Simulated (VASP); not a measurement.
# TiTe2 (P-3m1) in VASP: single point with PBE

Aim: the single point of TiTe2 with PBE.

Everything below comes from runs of VASP 6.6.1. Logs are shortened: lines on timing, memory, paths and dates and some standing lists are left out, and cuts for length are marked.

### Step 1. The cell of the first run

The structure is trigonal, space group P-3m1 (No. 164). The conventional cell has a = 3.777 Å, b = 3.777 Å, c = 6.498 Å, α = 90.00°, β = 90.00°, γ = 120.00°. Te (site symmetry 3m) has 3 Ti at 2.77 Å and 9 Te at 3.78 Å within 3.8 Å. Within 3.8 Å of Ti (site symmetry -3m) lie 6 Te at 2.77 Å and 6 Ti at 3.78 Å.

### Step 2. Single point, PBE

File INCAR:

```
PREC = Accurate
ENCUT = 500
EDIFF = 1E-6
ISMEAR = 0
SIGMA = 0.01
LREAL = False
LASPH = True
NELM = 120
ALGO = Normal
ISIF = 2
LWAVE = False
LCHARG = False
GGA = PE
NBANDS = 19
GGA_COMPAT = False
```

File KPOINTS:

```
regular mesh
0
Gamma
  3 3 2
```

File POSCAR:

```
TiTe2
1.0
    3.7770000000      0.0000000000      0.0000000000
   -1.8885000000      3.2709779501      0.0000000000
    0.0000000000      0.0000000000      6.4980000000
Te Ti
2 1
Direct
    0.3333333333      0.6666666667      0.7372000000
    0.6666666667      0.3333333333      0.2628000000
    0.0000000000      0.0000000000      0.0000000000
```

Potentials or basis: VASP PAW PBE potentials, release 64 (Te, Ti_sv).

Started as:

```sh
$ cat potpaw_PBE.64/Te/POTCAR potpaw_PBE.64/Ti_sv/POTCAR > POTCAR
$ mpirun -np 1 vasp_std > vasp.out
```

OUTCAR:

```text
PREC = Accurate
   ENCUT = 500
   EDIFF = 1E-6
   ISMEAR = 0
   LREAL = False
   LASPH = True
   NELM = 120
   ISIF = 2
   GGA = PE

 ion  position               nearest neighbor table
   1  0.333  0.667  0.737-   3 2.77   3 2.77   3 2.77
   2  0.667  0.333  0.263-   3 2.77   3 2.77   3 2.77
   3  0.000  0.000  0.000-   1 2.77   2 2.77   2 2.77   1 2.77   2 2.77   1 2.77

  LATTYP: Found a hexagonal cell.
 ALAT       =     3.7770000000
 C/A-ratio  =     1.7204130262

  Lattice vectors:

 A1 = (   3.7770000000,   0.0000000000,   0.0000000000)
 A2 = (  -1.8885000000,   3.2709779501,   0.0000000000)
 A3 = (   0.0000000000,   0.0000000000,   6.4980000000)

Analysis of symmetry for initial positions (statically):
=====================================================================
 Subroutine PRICEL returns:
 Original cell was already a primitive cell.

 Routine SETGRP: Setting up the symmetry group for a
 hexagonal supercell.

 Subroutine GETGRP returns: Found 12 space group operations
 (whereof 12 operations were pure point group operations)
 out of a pool of 24 trial point group operations.

The static configuration has the point symmetry D_3d.

Analysis of symmetry for dynamics (positions and initial velocities):
=====================================================================
 Subroutine PRICEL returns:
 Original cell was already a primitive cell.

 Routine SETGRP: Setting up the symmetry group for a
 hexagonal supercell.

 Subroutine GETGRP returns: Found 12 space group operations
 (whereof 12 operations were pure point group operations)
 out of a pool of 24 trial point group operations.

The dynamic configuration has the point symmetry D_3d.

 Subroutine INISYM returns: Found 12 space group operations
 (whereof 12 operations are pure point group operations),
 and found     1 'primitive' translations

----------------------------------------------------------------------------------------

                                     Primitive cell

  volume of cell :      80.2794

  direct lattice vectors                    reciprocal lattice vectors
     3.777000000  0.000000000  0.000000000     0.264760392  0.152859484  0.000000000
    -1.888500000  3.270977950  0.000000000     0.000000000  0.305718967  0.000000000
     0.000000000  0.000000000  6.498000000     0.000000000  0.000000000  0.153893506

  length of vectors
     3.777000000  3.777000000  6.498000000     0.305718967  0.305718967  0.153893506

  position of ions in fractional coordinates (direct lattice)
     0.333333333  0.666666667  0.737200000
     0.666666667  0.333333333  0.262800000
     0.000000000  0.000000000  0.000000000

  ion indices of the primitive-cell ions
   primitive index   ion index
                 1           1
                 2           2
                 3           3

----------------------------------------------------------------------------------------

 KPOINTS: regular mesh

Automatic generation of k-mesh.
 Grid dimensions read from file:
 generate k-points for:    3    3    2

 Generating k-lattice:

  Cartesian coordinates                     Fractional coordinates (reciprocal lattice)
     0.088253464  0.050953161  0.000000000     0.333333333 -0.000000000  0.000000000
     0.000000000  0.101906322  0.000000000     0.000000000  0.333333333  0.000000000
     0.000000000  0.000000000  0.076946753     0.000000000  0.000000000  0.500000000

  Length of vectors
     0.101906322  0.101906322  0.076946753

  Shift w.r.t. Gamma in fractional coordinates (k-lattice)
     0.000000000  0.000000000  0.000000000

 Subroutine IBZKPT returns following result:
 ===========================================

 Found      6 irreducible k-points:

 Following reciprocal coordinates:
            Coordinates               Weight
  0.000000  0.000000  0.000000      1.000000
  0.333333  0.000000  0.000000      6.000000
  0.333333  0.333333  0.000000      2.000000
  0.000000  0.000000  0.500000      1.000000
  0.333333  0.000000  0.500000      6.000000
  0.333333  0.333333  0.500000      2.000000
   k-points           NKPTS =      6   k-points in BZ     NKDIM =      6   number of bands    NBANDS=     19
   number of dos      NEDOS =    301   number of ions     NIONS =      3
   total plane-waves  NPLWV =  37632
   dimension x,y,z NGX =    28 NGY =   28 NGZ =   48
   dimension x,y,z NGXF=    56 NGYF=   56 NGZF=   96
   ions per type =               2   1
   NGX,Y,Z   is equivalent  to a cutoff of  12.32, 12.32, 12.28 a.u.
   NGXF,Y,Z  is equivalent  to a cutoff of  24.65, 24.65, 24.56 a.u.
 SYSTEM =  unknown system
   PREC   = accura    normal or accurate (medium, high low for compatibility)
   ISTART =      0    job   : 0-new  1-cont  2-samecut
   ICHARG =      2    charge: 1-file 2-atom 10-const
   ISPIN  =      1    spin polarized calculation?
   LNONCOLLINEAR =      F non collinear calculations
   LSORBIT =      F    spin-orbit coupling
   LASPH  =      T    aspherical Exc in radial PAW
   ENCUT  =  500.0 eV  36.75 Ry    6.06 a.u.   6.89  6.89 11.85*2*pi/ulx,y,z
   NELM   =    120;   NELMIN=  2; NELMDL= -5     # of ELM steps
   EDIFF  = 0.1E-05   stopping-criterion for ELM
   LREAL  =      F    real-space projection
   EDIFFG = 0.1E-04   stopping-criterion for IOM
   NSW    =      0    number of steps for IOM
   IBRION =     -1    ionic relax: 0-MD 1-quasi-New 2-CG
   NFREE  =      0    steps in history (QN), initial steepest desc. (CG)
   ISIF   =      2    stress and relaxation
   ISYM   =      2    0-nonsym 1-usesym 2-fastsym
   POTIM  = 0.5000    time-step for ionic-motion
   TEBEG  =    0.0;   TEEND  =   0.0 temperature during run
   PSTRESS=    0.0 pullay stress
   NELECT =      24.0000    total number of electrons
   NUPDOWN=      -1.0000    fix difference up-down
   EMIN   =  10.00;   EMAX   =-10.00  energy-range for DOS
   EFERMI =   0.00;   METHOD = LEGACY
   ISMEAR =     0;   SIGMA  =   0.01  broadening in eV -4-tet -1-fermi 0-gaus
   EFERMI_NEDOS =   21; number of points for ismear=-14 and -15
   IALGO  =     38    algorithm
   IMIX   =      4    mixing-type and parameters
     AMIX     =   0.40;   BMIX     =  1.00
     AMIX_MAG =   1.60;   BMIX_MAG =  1.00
  volume/ion in A,a.u.               =      26.76       180.58
  Fermi-wavevector in a.u.,A,eV,Ry     =   1.094655  2.068597 16.303438  1.198269
  Thomas-Fermi vector in A             =   2.230964
   LORBIT       =      0    0 simple, 1 ext, 2 COOP (PROOUT), +10 PAW based schemes
   GGA     = PE    functional components
   LHFCALC =     F    Hartree Fock is set to
   AEXX    =    0.0000 exact exchange contribution
   IVDW    =     0    specifies the selected vdW correction
   LEPSILON=     F    determine dielectric tensor
   LRPA    =     F    only Hartree local field effects (RPA)
 non-spin polarized calculation
 Gauss-broadening in eV      SIGMA  =   0.01
  energy-cutoff  :      500.00
  volume of cell :       80.28
 maximum number of plane-waves:      2052
 NGX is ok and might be reduce to    28
   NGX = 13   NGY = 13   NGZ = 23

 number of electron      23.9999998 magnetization

 Free energy of the ion-electron system (eV)
  ---------------------------------------------------
  ext. energy  EPLUGINS =         0.00000000
  ---------------------------------------------------
  free energy    TOTEN  =       -15.96786435 eV

  energy without entropy =      -15.96668653  energy(sigma->0) =      -15.96727544

 E-fermi :   6.9623     XC(G=0):  -9.8580

 val. band max:        6.9554347724   @ k =   0.3333   0.0000   0.5000
 cond. band min:       6.9976057901   @ k =   0.3333   0.0000   0.0000
 fundamental gap:      0.0421710177
 Fermi energy:         6.9622754676

 k-point     1 :       0.0000    0.0000    0.0000
  band No.  band energies     occupation
      1     -50.4670      2.00000
      2     -26.7803      2.00000
      3     -26.6917      2.00000
      4     -26.6917      2.00000
      5      -5.5905      2.00000
      6      -4.0962      2.00000
[... 11 lines left out ...]
     18      11.9328      0.00000
     19      12.7639      0.00000

 k-point     2 :       0.3333    0.0000    0.0000
  band No.  band energies     occupation
      1     -50.4647      2.00000
      2     -26.7730      2.00000
      3     -26.7234      2.00000
      4     -26.6990      2.00000
      5      -4.5111      2.00000
      6      -3.6418      2.00000
[... 11 lines left out ...]
     18      12.3545      0.00000
     19      12.6931      0.00000

 k-point     3 :       0.3333    0.3333    0.0000
  band No.  band energies     occupation
      1     -50.4636      2.00000
      2     -26.7693      2.00000
      3     -26.7210      2.00000
      4     -26.7210      2.00000
      5      -3.5514      2.00000
      6      -3.5514      2.00000
[... 11 lines left out ...]
     18      10.7760      0.00000
     19      15.0024      0.00000

 k-point     4 :       0.0000    0.0000    0.5000
  band No.  band energies     occupation
      1     -50.4670      2.00000
      2     -26.7803      2.00000
      3     -26.6917      2.00000
      4     -26.6917      2.00000
      5      -5.0707      2.00000
      6      -4.8663      2.00000
[... 11 lines left out ...]
     18      12.3817      0.00000
     19      13.7318      0.00000

 k-point     5 :       0.3333    0.0000    0.5000
  band No.  band energies     occupation
      1     -50.4647      2.00000
      2     -26.7730      2.00000
      3     -26.7234      2.00000
      4     -26.6990      2.00000
      5      -4.1705      2.00000
      6      -4.0533      2.00000
[... 11 lines left out ...]
     18      11.7271      0.00000
     19      12.1403      0.00000

 k-point     6 :       0.3333    0.3333    0.5000
  band No.  band energies     occupation
      1     -50.4636      2.00000
      2     -26.7693      2.00000
      3     -26.7210      2.00000
      4     -26.7210      2.00000
      5      -3.5431      2.00000
      6      -3.5431      2.00000
[... 11 lines left out ...]
     18      12.5265      0.00000
     19      12.5265      0.00000

------------------------ aborting loop because EDIFF is reached ----------------------------------------

  FORCE on cell =-STRESS in cart. coord.  units (eV):
  Direction    XX          YY          ZZ          XY          YZ          ZX
  --------------------------------------------------------------------------------------
  -------------------------------------------------------------------------------------
  Total        0.5456649      0.5456649      0.5833056      0.0000000      0.0000000      0.0000000
  in kB       10.8901112     10.8901112     11.6413243      0.0000000      0.0000000      0.0000000
  external PRESSURE =      11.1405156 kB  Pullay stress =       0.0000000 kB

 VOLUME and BASIS-vectors are now :
 -----------------------------------------------------------------------------
  energy-cutoff  :      500.00
  volume of cell :       80.28
      direct lattice vectors                 reciprocal lattice vectors
     3.777000000  0.000000000  0.000000000     0.264760392  0.152859484  0.000000000
    -1.888500000  3.270977950  0.000000000     0.000000000  0.305718967  0.000000000
     0.000000000  0.000000000  6.498000000     0.000000000  0.000000000  0.153893506

 POSITION                                       TOTAL-FORCE (eV/Angst)
 -----------------------------------------------------------------------------------
     -0.00000      2.18065      4.79033         0.000000      0.000000      0.123394
      1.88850      1.09033      1.70767        -0.000000      0.000000     -0.123394
      0.00000      0.00000      0.00000        -0.000000      0.000000      0.000000
 -----------------------------------------------------------------------------------
    total drift:                                0.000000     -0.000000      0.000000

  FREE ENERGIE OF THE ION-ELECTRON SYSTEM (eV)
  ---------------------------------------------------
  free  energy   TOTEN  =       -15.9678643473 eV

  energy  without entropy=      -15.9666865302  energy(sigma->0) =      -15.96727544
```

Run time: 16 s. Hardware: 1 thread of Intel Xeon Platinum 8259CL at 2.50GHz (Skylake/Cascade Lake), shared host; peak memory 0.18 GiB.

What came out:

```
Free energy            : -15.9679 eV
Pressure               : 1.1 GPa
Largest force          : 0.123 eV/Å
Band gap on the k mesh : zero (bands 12 and 13 overlap by 0.39 eV)
```

Forces in eV/Å, atoms in the order of the input:
```
Te   0.000  0.000  0.123
Te   0.000  0.000 -0.123
Ti   0.000  0.000  0.000
```

Caveat: the k points lie up to 0.64 Å⁻¹ apart; spin-orbit coupling is left out, which moves the levels of the heavy elements; this functional lacks dispersion, which binds layers or chains, so the pressure and a relaxed spacing across them are unreliable.

The gap in the log of VASP goes by the Fermi energy; the results here count the filled bands.